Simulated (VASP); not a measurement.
# Se (Im-3m) in VASP: single point with PBE

Aim: the single point of Se with PBE.

Everything below comes from runs of VASP 6.6.1. Logs are shortened: lines on timing, memory, paths and dates and some standing lists are left out, and cuts for length are marked.

### Step 1. The cell of the first run

Symmetry: Im-3m, No. 229, cubic system. The conventional cell has a = 2.808 Å, b = 2.808 Å, c = 2.808 Å, α = 90.00°, β = 90.00°, γ = 90.00°. Within 3.2 Å of Se (site symmetry m-3m) lie 14 Se at 2.43 to 2.81 Å.

This isn't the form of Se at room conditions, which is trigonal, of chains.

### Step 2. Single point, PBE

Input file POSCAR:

```
Se
1.0
   -1.4038000000      1.4038000000      1.4038000000
    1.4038000000     -1.4038000000      1.4038000000
    1.4038000000      1.4038000000     -1.4038000000
Se
1
Direct
    0.0000000000      0.0000000000      0.0000000000
```

Input file INCAR.step1:

```
  PREC = Accurate
  ENCUT = 400
  EDIFF = 1E-6
  ISMEAR = 1
  SIGMA = 0.1
  LREAL = False
  LASPH = True
  NELM = 120
  ALGO = Normal
  ISIF = 2
  LWAVE = False
  LCHARG = True
  GGA = PE
  NBANDS = 9
  GGA_COMPAT = False
  NEDOS = 2001
  LORBIT = 11
```

Input file KPOINTS.step1:

```
regular mesh
0
Gamma
  13 13 13
```

Input file INCAR.step2:

```
  PREC = Accurate
  ENCUT = 400
  EDIFF = 1E-6
  ISMEAR = -5
  SIGMA = 0.1
  LREAL = False
  LASPH = True
  NELM = 120
  ALGO = Normal
  ISIF = 2
  LWAVE = False
  LCHARG = False
  GGA = PE
  LORBIT = 11
  NEDOS = 1001
  ICHARG = 11
  GGA_COMPAT = False
```

Input file KPOINTS.step2:

```
regular mesh
0
Gamma
  20 20 20
```

Potentials or basis: VASP PAW PBE potentials, release 64 (Se).

Launch:

```
$ cat potpaw_PBE.64/Se/POTCAR > POTCAR
$ cp INCAR.step1 INCAR
$ cp KPOINTS.step1 KPOINTS
$ mpirun -np 1 vasp_std > vasp.out
$ cp INCAR.step2 INCAR
$ cp KPOINTS.step2 KPOINTS
$ mpirun -np 1 vasp_std > vasp.out
```

OUTCAR:

```text
PREC = Accurate
   ENCUT = 400
   EDIFF = 1E-6
   ISMEAR = -5
   LREAL = False
   LASPH = True
   NELM = 120
   ISIF = 2
   GGA = PE
   LORBIT = 11
   ICHARG = 11

 ion  position               nearest neighbor table
   1  0.000  0.000  0.000-

  LATTYP: Found a body centered cubic cell.
 ALAT       =     2.8076000000

  Lattice vectors:

 A1 = (  -1.4038000000,   1.4038000000,   1.4038000000)
 A2 = (   1.4038000000,  -1.4038000000,   1.4038000000)
 A3 = (   1.4038000000,   1.4038000000,  -1.4038000000)

Analysis of symmetry for initial positions (statically):
=====================================================================
 Subroutine PRICEL returns:
 Original cell was already a primitive cell.

 Routine SETGRP: Setting up the symmetry group for a
 body centered cubic supercell.

 Subroutine GETGRP returns: Found 48 space group operations
 (whereof 48 operations were pure point group operations)
 out of a pool of 48 trial point group operations.

The static configuration has the point symmetry O_h .

Analysis of symmetry for dynamics (positions and initial velocities):
=====================================================================
 Subroutine PRICEL returns:
 Original cell was already a primitive cell.

 Routine SETGRP: Setting up the symmetry group for a
 body centered cubic supercell.

 Subroutine GETGRP returns: Found 48 space group operations
 (whereof 48 operations were pure point group operations)
 out of a pool of 48 trial point group operations.

The dynamic configuration has the point symmetry O_h .

 Subroutine INISYM returns: Found 48 space group operations
 (whereof 48 operations are pure point group operations),
 and found     1 'primitive' translations

----------------------------------------------------------------------------------------

                                     Primitive cell

  volume of cell :      11.0656

  direct lattice vectors                    reciprocal lattice vectors
    -1.403800000  1.403800000  1.403800000     0.000000000  0.356176093  0.356176093
     1.403800000 -1.403800000  1.403800000     0.356176093  0.000000000  0.356176093
     1.403800000  1.403800000 -1.403800000     0.356176093  0.356176093  0.000000000

  length of vectors
     2.431452924  2.431452924  2.431452924     0.503709062  0.503709062  0.503709062

  position of ions in fractional coordinates (direct lattice)
     0.000000000  0.000000000  0.000000000

  ion indices of the primitive-cell ions
   primitive index   ion index
                 1           1

----------------------------------------------------------------------------------------

 KPOINTS: regular mesh

Automatic generation of k-mesh.
 Grid dimensions read from file:
 generate k-points for:   20   20   20

 Generating k-lattice:

  Cartesian coordinates                     Fractional coordinates (reciprocal lattice)
     0.000000000  0.017808805  0.017808805     0.050000000  0.000000000  0.000000000
     0.017808805  0.000000000  0.017808805     0.000000000  0.050000000  0.000000000
     0.017808805  0.017808805  0.000000000     0.000000000  0.000000000  0.050000000

  Length of vectors
     0.025185453  0.025185453  0.025185453

  Shift w.r.t. Gamma in fractional coordinates (k-lattice)
     0.000000000  0.000000000  0.000000000

 TETIRR: Found   9408 inequivalent tetrahedra from    48000

 Subroutine IBZKPT returns following result:
 ===========================================

 Found    256 irreducible k-points:

 Following reciprocal coordinates:
            Coordinates               Weight
  0.000000  0.000000  0.000000      1.000000
  0.050000  0.000000  0.000000     12.000000
  0.100000  0.000000  0.000000     12.000000
  0.150000  0.000000  0.000000     12.000000
  0.200000  0.000000  0.000000     12.000000
  0.250000  0.000000  0.000000     12.000000
[... 16 lines left out ...]
  0.200000  0.100000  0.000000     48.000000
  0.250000  0.100000  0.000000     48.000000
 [... further k-points ...]
   k-points           NKPTS =    256   k-points in BZ     NKDIM =    256   number of bands    NBANDS=      7
   number of dos      NEDOS =   1001   number of ions     NIONS =      1
   total plane-waves  NPLWV =   4096
   dimension x,y,z NGX =    16 NGY =   16 NGZ =   16
   dimension x,y,z NGXF=    32 NGYF=   32 NGZF=   32
   ions per type =               1
   NGX,Y,Z   is equivalent  to a cutoff of  10.94, 10.94, 10.94 a.u.
   NGXF,Y,Z  is equivalent  to a cutoff of  21.88, 21.88, 21.88 a.u.
 SYSTEM =  unknown system
   PREC   = accura    normal or accurate (medium, high low for compatibility)
   ISTART =      0    job   : 0-new  1-cont  2-samecut
   ICHARG =     11    charge: 1-file 2-atom 10-const
   ISPIN  =      1    spin polarized calculation?
   LNONCOLLINEAR =      F non collinear calculations
   LSORBIT =      F    spin-orbit coupling
   LASPH  =      T    aspherical Exc in radial PAW
   ENCUT  =  400.0 eV  29.40 Ry    5.42 a.u.   3.97  3.97  3.97*2*pi/ulx,y,z
   NELM   =    120;   NELMIN=  2; NELMDL=  0     # of ELM steps
   EDIFF  = 0.1E-05   stopping-criterion for ELM
   LREAL  =      F    real-space projection
   EDIFFG = 0.1E-04   stopping-criterion for IOM
   NSW    =      0    number of steps for IOM
   IBRION =     -1    ionic relax: 0-MD 1-quasi-New 2-CG
   NFREE  =      0    steps in history (QN), initial steepest desc. (CG)
   ISIF   =      2    stress and relaxation
   ISYM   =      2    0-nonsym 1-usesym 2-fastsym
   POTIM  = 0.5000    time-step for ionic-motion
   TEBEG  =    0.0;   TEEND  =   0.0 temperature during run
   PSTRESS=    0.0 pullay stress
   NELECT =       6.0000    total number of electrons
   NUPDOWN=      -1.0000    fix difference up-down
   EMIN   =  10.00;   EMAX   =-10.00  energy-range for DOS
   EFERMI =   0.00;   METHOD = LEGACY
   ISMEAR =    -5;   SIGMA  =   0.10  broadening in eV -4-tet -1-fermi 0-gaus
   EFERMI_NEDOS =   21; number of points for ismear=-14 and -15
   IALGO  =     38    algorithm
   IMIX   =      4    mixing-type and parameters
     AMIX     =   0.40;   BMIX     =  1.00
     AMIX_MAG =   1.60;   BMIX_MAG =  1.00
  volume/ion in A,a.u.               =      11.07        74.67
  Fermi-wavevector in a.u.,A,eV,Ry     =   1.334955  2.522699 24.247014  1.782105
  Thomas-Fermi vector in A             =   2.463697
   LORBIT       =     11    0 simple, 1 ext, 2 COOP (PROOUT), +10 PAW based schemes
   GGA     = PE    functional components
   LHFCALC =     F    Hartree Fock is set to
   AEXX    =    0.0000 exact exchange contribution
   IVDW    =     0    specifies the selected vdW correction
   LEPSILON=     F    determine dielectric tensor
   LRPA    =     F    only Hartree local field effects (RPA)
 non-spin polarized calculation
 Fermi weights with tetrahedron method with Bloechl corrections
  energy-cutoff  :      400.00
  volume of cell :       11.07
 maximum number of plane-waves:       216

 number of electron       5.9999998 magnetization

 Free energy of the ion-electron system (eV)
  ---------------------------------------------------
  ext. energy  EPLUGINS =         0.00000000
  ---------------------------------------------------
  free energy    TOTEN  =        -0.02785976 eV

  energy without entropy =       -0.02785976  energy(sigma->0) =       -0.02785976

 E-fermi :  15.4057     XC(G=0): -13.5707

 val. band max:       15.6204845379   @ k =  -0.2000   0.2000   0.2000
 cond. band min:      15.3732025870   @ k =   0.3500   0.1500   0.0500
 fundamental gap:     -0.2472819509
 Fermi energy:        15.4057164334

 k-point     1 :       0.0000    0.0000    0.0000
  band No.  band energies     occupation
      1      -8.6634      2.00000
      2      23.0000      0.00000
      3      23.0000      0.00000
      4      23.0000      0.00000
      5      29.4098      0.00000
      6      29.4098      0.00000
      7      29.4098      0.00000

 k-point     2 :       0.0500    0.0000    0.0000
  band No.  band energies     occupation
      1      -8.5686      2.00000
      2      22.2144      0.00000
      3      22.5616      0.00000
      4      22.9001      0.00000
      5      28.8677      0.00000
      6      29.2368      0.00000
      7      30.0046      0.00000

 k-point     3 :       0.1000    0.0000    0.0000
  band No.  band energies     occupation
      1      -8.2841      2.00000
      2      20.2701      0.00000
      3      21.5645      0.00000
      4      22.6088      0.00000
      5      27.7868      0.00000
      6      28.3646      0.00000
      7      31.4710      0.00000

 k-point     4 :       0.1500    0.0000    0.0000
  band No.  band energies     occupation
      1      -7.8102      2.00000
      2      17.7898     -0.06052
      3      20.4149      0.00000
      4      22.1584      0.00000
      5      26.6559      0.00000
      6      27.2519      0.00000
      7      31.5102      0.00000

 k-point     5 :       0.2000    0.0000    0.0000
  band No.  band energies     occupation
      1      -7.1474      2.00000
      2      15.1373      1.29460
      3      19.3016      0.00000
      4      21.6093      0.00000
      5      25.6193      0.00000
      6      26.2461      0.00000
      7      31.6727      0.00000
[... 161 lines left out ...]
 k-point    22 :       0.1500    0.1000    0.0000
  band No.  band energies     occupation
      1      -6.8637      2.00000
      2      15.0514      1.54367
      3      17.5274     -0.02176
      4      20.4163      0.00000
      5      26.4326      0.00000
      6      27.6424      0.00000
      7      30.8968      0.00000

 k-point    23 :       0.2000    0.1000    0.0000
  band No.  band energies     occupation
      1      -6.0140      2.00000
      2      12.5937      2.01163
      3      16.3653      0.01905
      4      19.7000      0.00000
      5      25.7659      0.00000
      6      27.4647      0.00000
      7      30.9929      0.00000

 k-point    24 :       0.2500    0.1000    0.0000
  band No.  band energies     occupation
      1      -4.9800      2.00000
      2      10.1096      2.00000
      3      15.4582      0.95631
      4      19.0615      0.00000
      5      25.1370      0.00000
      6      27.2571      0.00000
      7      31.3931      0.00000

 [... further k-points ...]

------------------------ aborting loop because EDIFF is reached ----------------------------------------

  FORCE on cell =-STRESS in cart. coord.  units (eV):
  Direction    XX          YY          ZZ          XY          YZ          ZX
  --------------------------------------------------------------------------------------
  -------------------------------------------------------------------------------------
  Total       11.9776383     11.9776383     11.9776383      0.0000000      0.0000000     -0.0000000
  in kB     1734.2275107   1734.2275107   1734.2275107      0.0000000      0.0000000     -0.0000000
  external PRESSURE =    1734.2275107 kB  Pullay stress =       0.0000000 kB

 VOLUME and BASIS-vectors are now :
 -----------------------------------------------------------------------------
  energy-cutoff  :      400.00
  volume of cell :       11.07
      direct lattice vectors                 reciprocal lattice vectors
    -1.403800000  1.403800000  1.403800000     0.000000000  0.356176093  0.356176093
     1.403800000 -1.403800000  1.403800000     0.356176093  0.000000000  0.356176093
     1.403800000  1.403800000 -1.403800000     0.356176093  0.356176093  0.000000000

 POSITION                                       TOTAL-FORCE (eV/Angst)
 -----------------------------------------------------------------------------------
      0.00000      0.00000      0.00000         0.000000     -0.000000      0.000000
 -----------------------------------------------------------------------------------
    total drift:                               -0.000000     -0.000000      0.000000

  FREE ENERGIE OF THE ION-ELECTRON SYSTEM (eV)
  ---------------------------------------------------
  free  energy   TOTEN  =        -0.0278597623 eV

  energy  without entropy=       -0.0278597623  energy(sigma->0) =       -0.02785976

 total charge

# of ion       s       p       d       tot
------------------------------------------
    1        1.566   2.355   0.293   4.213
```

Run time: 24 s. Hardware: 1 thread of Intel Xeon 8259CL, shared host; peak memory 0.13 GiB.

What came out:

```
Valence electrons inside the program's atomic spheres : Se 4.21
```

Caveat: tetrahedron occupations give inexact forces and stress in metals.
